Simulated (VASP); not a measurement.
# Al2GaN3 (Cm) in VASP: single point with r2SCAN

Aim: the single point of Al2GaN3 with r2SCAN.

Everything below comes from runs of VASP 6.6.1. Logs are shortened: lines on timing, memory, paths and dates and some standing lists are left out, and cuts for length are marked.

## Step 1: The cell of the first run

Symmetry: Cm, No. 8, monoclinic system. Conventional cell: a = 11.704 Å, b = 3.194 Å, c = 7.340 Å, α = 90.00°, β = 105.27°, γ = 90.00°. Al (site symmetry m) has 4 N at 1.89 to 1.93 Å within 2.5 Å. Al (site symmetry m) has 4 N at 1.88 to 1.93 Å within 2.5 Å. Al (site symmetry m) has 4 N at 1.88 to 1.94 Å within 2.5 Å. Within 2.5 Å of Al (site symmetry m) lie 4 N at 1.88 to 1.93 Å. Within 2.6 Å of Ga (site symmetry m) lie 4 N at 1.95 to 1.98 Å. Within 2.6 Å of Ga (site symmetry m) lie 4 N at 1.94 to 1.98 Å. Within 2.5 Å of N (site symmetry m) lie 3 Al at 1.88 to 1.93 Å and 1 Ga at 1.98 Å. N (site symmetry m) has 3 Al at 1.88 to 1.93 Å and 1 Ga at 1.98 Å within 2.5 Å.

## Step 2: Single point, r2SCAN (biaxial strain in the a-b plane: +2.0 %)

File POSCAR:

```
Al2GaN3
1.0
    5.8521471234     -1.5969331258      0.0000822550
    5.8521471234      1.5969331258      0.0000822550
   -1.9332347554      0.0000000000      7.0810108559
Al Ga N
4 2 6
Direct
    0.9441952135      0.9441952135      0.3892898896
    0.8888879353      0.8888879353      0.7767651279
    0.2230177659      0.2230177659      0.4444718661
    0.5540134091      0.5540134091      0.1131665860
    0.2771705069      0.2771705069      0.0576211940
    0.6096607455      0.6096607455      0.7217208378
    0.1475416019      0.1475416019      0.1850385135
    0.4815388576      0.4815388576      0.8526256930
    0.8183278141      0.8183278141      0.5150645276
    0.7645750432      0.7645750432      0.9014880047
    0.0952197704      0.0952197704      0.5642807386
    0.4312163366      0.4312163366      0.2432680112
```

File INCAR.step1:

```
ALGO = Normal ; EDIFF = 1E-4
ENCUT = 520 ; GGA = PE
ISMEAR = 0 ; LASPH = T
LCHARG = F ; LREAL = F
LWAVE = T ; NBANDS = 46
NELM = 80 ; PREC = Accurate
SIGMA = 0.02
```

File INCAR.step2:

```
ALGO = Normal ; EDIFF = 1E-7
ENCUT = 520 ; ISIF = 2
ISMEAR = 0 ; ISTART = 1
LASPH = T ; LCHARG = F
LMIXTAU = T ; LREAL = F
LWAVE = F ; METAGGA = R2SCAN
NBANDS = 46 ; NELM = 80
PREC = Accurate ; SIGMA = 0.02
```

File KPOINTS:

```
k-points
0
Gamma
  8 8 4
```

Potentials or basis: VASP PAW PBE potentials, release 64 (Al, Ga_d, N).

Started as:

```console
cat potpaw_PBE.64/Al/POTCAR potpaw_PBE.64/Ga_d/POTCAR potpaw_PBE.64/N/POTCAR > POTCAR
cp INCAR.step1 INCAR
mpirun -np 1 vasp_std > vasp.out
cp INCAR.step2 INCAR
mpirun -np 1 vasp_std > vasp.out
```

OUTCAR:

```text
EDIFF = 1E-7
   ENCUT = 520
   ISIF = 2
   ISMEAR = 0
   ISTART = 1
   LASPH = T
   LREAL = F
   METAGGA = R2SCAN
   NELM = 80
   PREC = Accurate

 ion  position               nearest neighbor table
   1  0.944  0.944  0.389-  11 1.89  12 1.91  12 1.91   9 1.93   2 3.08   4 3.11   4 3.11   6 3.13
                             6 3.13   5 3.13   5 3.13   3 3.16   3 3.16   3 3.18
   2  0.889  0.889  0.777-   9 1.88  10 1.91   8 1.93   8 1.93   1 3.08   3 3.13   3 3.13   4 3.14
                             4 3.14
   3  0.223  0.223  0.444-   7 1.88  11 1.92   9 1.94   9 1.94   5 3.07   2 3.13   2 3.13   4 3.14
                             4 3.14   6 3.14   6 3.14   1 3.16   1 3.16   1 3.18
   4  0.554  0.554  0.113-   8 1.88  12 1.92   7 1.93   7 1.93   6 3.11   1 3.11   1 3.11   3 3.14
                             3 3.14   2 3.14   2 3.14
   5  0.277  0.277  0.058-  10 1.95  10 1.95  12 1.95   7 1.98   3 3.07   1 3.13   1 3.13
   6  0.610  0.610  0.722-  10 1.94  11 1.95  11 1.95   8 1.98   4 3.11   1 3.13   1 3.13   3 3.14
                             3 3.14
   7  0.148  0.148  0.185-   3 1.88   4 1.93   4 1.93   5 1.98
   8  0.482  0.482  0.853-   4 1.88   2 1.93   2 1.93   6 1.98
   9  0.818  0.818  0.515-   2 1.88   1 1.93   3 1.94   3 1.94
  10  0.765  0.765  0.901-   2 1.91   6 1.94   5 1.95   5 1.95
  11  0.095  0.095  0.564-   1 1.89   3 1.92   6 1.95   6 1.95
  12  0.431  0.431  0.243-   1 1.91   1 1.91   4 1.92   5 1.95

  LATTYP: Found a base centered monoclinic cell.
 ALAT       =    11.7042942480
 B/A-ratio  =     0.2728798665
 C/A-ratio  =     0.6271348717
 COS(beta)  =    -0.2633637839

  Lattice vectors:

 A1 = (   5.8521471234,  -1.5969331258,   0.0000822550)
 A2 = (   5.8521471234,   1.5969331258,   0.0000822550)
 A3 = (  -1.9332347554,   0.0000000000,   7.0810108559)

Analysis of symmetry for initial positions (statically):
=====================================================================
 Subroutine PRICEL returns:
 Original cell was already a primitive cell.

 Routine SETGRP: Setting up the symmetry group for a
 base centered monoclinic supercell.

 Subroutine GETGRP returns: Found  2 space group operations
 (whereof  2 operations were pure point group operations)
 out of a pool of  4 trial point group operations.

The static configuration has the point symmetry C_1h.

Analysis of symmetry for dynamics (positions and initial velocities):
=====================================================================
 Subroutine PRICEL returns:
[... 142 lines left out ...]
   EMIN   =  10.00;   EMAX   =-10.00  energy-range for DOS
   EFERMI =   0.00;   METHOD = LEGACY
   ISMEAR =     0;   SIGMA  =   0.02  broadening in eV -4-tet -1-fermi 0-gaus
   EFERMI_NEDOS =   21; number of points for ismear=-14 and -15
   IALGO  =     38    algorithm
   IMIX   =      4    mixing-type and parameters
     AMIX     =   0.40;   BMIX     =  1.00
     AMIX_MAG =   1.60;   BMIX_MAG =  1.00
  volume/ion in A,a.u.               =      11.03        74.43
  Fermi-wavevector in a.u.,A,eV,Ry     =   1.311198  2.477804 23.391672  1.719239
  Thomas-Fermi vector in A             =   2.441676
   LORBIT       =      0    0 simple, 1 ext, 2 COOP (PROOUT), +10 PAW based schemes
   METAGGA = R2SCAN    functional components
   LHFCALC =     F    Hartree Fock is set to
   AEXX    =    0.0000 exact exchange contribution
   IVDW    =     0    specifies the selected vdW correction
   LEPSILON=     F    determine dielectric tensor
   LRPA    =     F    only Hartree local field effects (RPA)
 non-spin polarized calculation
 Gauss-broadening in eV      SIGMA  =   0.02
  energy-cutoff  :      520.00
  volume of cell :      132.35
 maximum number of plane-waves:      3587
 NGX is ok and might be reduce to    48
   NGX = 23   NGY = 23   NGZ = 27

 number of electron      67.9999996 magnetization

 Free energy of the ion-electron system (eV)
  ---------------------------------------------------
  ext. energy  EPLUGINS =         0.00000000
  ---------------------------------------------------
  free energy    TOTEN  =      -120.52350799 eV

  energy without entropy =     -120.52350799  energy(sigma->0) =     -120.52350799

 E-fermi :   5.5490     XC(G=0): -11.7192

 val. band max:        5.4167061222   @ k =   0.0000   0.0000   0.0000
 cond. band min:       9.0110011590   @ k =   0.0000   0.0000   0.0000
 fundamental gap:      3.5942950368
 Fermi energy:         5.5489844743

 k-point     1 :       0.0000    0.0000    0.0000
  band No.  band energies     occupation
      1     -10.7314      2.00000
      2      -9.7794      2.00000
      3      -9.4497      2.00000
      4      -9.2547      2.00000
      5      -9.0929      2.00000
      6      -8.7551      2.00000
[... 1165 lines left out ...]
     45      15.2578      0.00000
     46      15.5854      0.00000

 [... further k-points ...]

------------------------ aborting loop because EDIFF is reached ----------------------------------------

  FORCE on cell =-STRESS in cart. coord.  units (eV):
  Direction    XX          YY          ZZ          XY          YZ          ZX
  --------------------------------------------------------------------------------------
  -------------------------------------------------------------------------------------
  Total       -6.3744249     -7.1559289      0.6881737      0.0000000      0.0000000      0.5985602
  in kB      -77.1654162    -86.6258904      8.3306668      0.0000000      0.0000000      7.2458537
  external PRESSURE =     -51.8202133 kB  Pullay stress =       0.0000000 kB

 VOLUME and BASIS-vectors are now :
 -----------------------------------------------------------------------------
  energy-cutoff  :      520.00
  volume of cell :      132.35
      direct lattice vectors                 reciprocal lattice vectors
     5.852147123 -1.596933126  0.000082255     0.085438399 -0.313100149  0.023326116
     5.852147123  1.596933126  0.000082255     0.085438399  0.313100149  0.023326116
    -1.933234755  0.000000000  7.081010856    -0.000001985  0.000000000  0.141222233

 POSITION                                       TOTAL-FORCE (eV/Angst)
 -----------------------------------------------------------------------------------
     10.29855      0.00000      2.75672        -0.057646      0.000000     -0.037184
      8.90214      0.00000      5.50043         0.064062      0.000000      0.327517
      1.75100      0.00000      3.14735         0.057419      0.000000      0.312900
      6.26556      0.00000      0.80142         0.093185      0.000000      0.320529
      3.13269      0.00000      0.40806        -0.066626      0.000000     -0.019194
      5.74039      0.00000      5.11061        -0.068560      0.000000     -0.040372
      1.36915      0.00000      1.31028        -0.161689      0.000000     -0.325452
      3.98775      0.00000      6.03753        -0.182222      0.000000     -0.325264
      8.58221      0.00000      3.64731        -0.089729      0.000000     -0.358834
      7.20602      0.00000      6.38357         0.161588      0.000000      0.022467
      0.02359      0.00000      3.99569         0.096635      0.000000     -0.020121
      4.57679      0.00000      1.72265         0.153584      0.000000      0.143008
 -----------------------------------------------------------------------------------
    total drift:                               -0.007276      0.000000     -0.011944

  FREE ENERGIE OF THE ION-ELECTRON SYSTEM (eV)
  ---------------------------------------------------
  free  energy   TOTEN  =      -120.5235079933 eV

  energy  without entropy=     -120.5235079933  energy(sigma->0) =     -120.52350799
```

OUTCAR.step1:

```text
EDIFF = 1E-4
   ENCUT = 520
   GGA = PE
   ISMEAR = 0
[... 1445 lines left out ...]
      8.58221      0.00000      3.64731        -0.096651      0.000000     -0.371426
      7.20602      0.00000      6.38357         0.179432      0.000000      0.005973
      0.02359      0.00000      3.99569         0.104679      0.000000     -0.051307
      4.57679      0.00000      1.72265         0.165082      0.000000      0.159390
 -----------------------------------------------------------------------------------
    total drift:                                0.005376      0.000000      0.003770

  FREE ENERGIE OF THE ION-ELECTRON SYSTEM (eV)
  ---------------------------------------------------
  free  energy   TOTEN  =       -83.7264037125 eV

  energy  without entropy=      -83.7264037125  energy(sigma->0) =      -83.72640371
```

OSZICAR.step1:

```text
N       E                     dE             d eps       ncg     rms          rms(c)
DAV:   1     0.690305065789E+03    0.69031E+03   -0.29954E+04  8120   0.199E+03
DAV:   2     0.334335408023E+02   -0.65687E+03   -0.60789E+03  8218   0.580E+02
DAV:   3    -0.884913156979E+02   -0.12192E+03   -0.11926E+03  7986   0.179E+02
DAV:   4    -0.970726014857E+02   -0.85813E+01   -0.85164E+01 10160   0.524E+01
DAV:   5    -0.972497145870E+02   -0.17711E+00   -0.17643E+00  8928   0.767E+00    0.202E+01
DAV:   6    -0.834600906502E+02    0.13790E+02   -0.47147E+01 11900   0.560E+01    0.639E+00
DAV:   7    -0.837745578624E+02   -0.31447E+00   -0.48412E+00  8188   0.115E+01    0.492E+00
DAV:   8    -0.837571453934E+02    0.17412E-01   -0.57472E-01 10330   0.783E+00    0.105E+00
DAV:   9    -0.837250995476E+02    0.32046E-01   -0.15575E-01 11592   0.524E+00    0.507E-01
DAV:  10    -0.837256988283E+02   -0.59928E-03   -0.16732E-02  8316   0.693E-01    0.242E-01
DAV:  11    -0.837264102826E+02   -0.71145E-03   -0.20395E-03 11040   0.344E-01    0.651E-02
DAV:  12    -0.837264037125E+02    0.65701E-05   -0.30439E-04  7034   0.151E-01
   1 F= -.83726404E+02 E0= -.83726404E+02  d E =-.260674E-30
```

Wall time 25 min (1 thread of Intel Xeon 6975P-C (Granite Rapids), shared host); peak memory 0.61 GiB.

Results:

| Item | Value |
| --- | --- |
| Free energy | -120.5235 eV |
| Pressure | -5.2 GPa |
| Largest force | 0.373 eV/Å |
| Band gap on the k mesh | 3.59 eV, direct |

Forces on the atoms (eV/Å):
```
Al  -0.058  0.000 -0.037
Al   0.064  0.000  0.328
Al   0.057  0.000  0.313
Al   0.093  0.000  0.321
Ga  -0.067  0.000 -0.019
Ga  -0.069  0.000 -0.040
N   -0.162  0.000 -0.325
N   -0.182  0.000 -0.325
N   -0.090  0.000 -0.359
N    0.162  0.000  0.022
N    0.097  0.000 -0.020
N    0.154  0.000  0.143
```

Stress tensor (GPa, compression positive):
```
-7.72  0.00  0.72
 0.00 -8.66  0.00
 0.72  0.00  0.83
```

Levels at points of the mesh, in eV from the valence-band top:
| k point | band 31 | band 32 | band 33 | band 34 | band 35 | band 36 | band 37 | band 38 |
| --- | --- | --- | --- | --- | --- | --- | --- | --- |
| (0.00, 0.00, 0.00) | -0.98 | -0.14 | -0.14 | 0.00 | 3.59 | 5.53 | 5.73 | 6.30 |
| (0.50, 0.00, 0.00) | -1.57 | -1.48 | -1.36 | -1.35 | 5.26 | 5.70 | 6.05 | 6.29 |
| (0.50, 0.50, 0.00) | -0.92 | -0.72 | -0.64 | -0.53 | 5.61 | 5.70 | 6.05 | 6.38 |
| (0.00, 0.00, 0.50) | -0.67 | -0.57 | -0.46 | -0.25 | 5.03 | 5.08 | 5.49 | 5.59 |
| (0.50, 0.00, 0.50) | -1.93 | -1.13 | -0.99 | -0.78 | 5.92 | 6.01 | 6.17 | 6.34 |
| (0.50, 0.50, 0.50) | -0.81 | -0.72 | -0.33 | -0.22 | 5.46 | 5.57 | 6.08 | 6.39 |

Caveat: the cell differs from its parent crystal (biaxial strain in the a-b plane: +2.0 %); the PAW data sets were made with another functional, which shifts forces and pressure a little. A k mesh can miss the band edges.
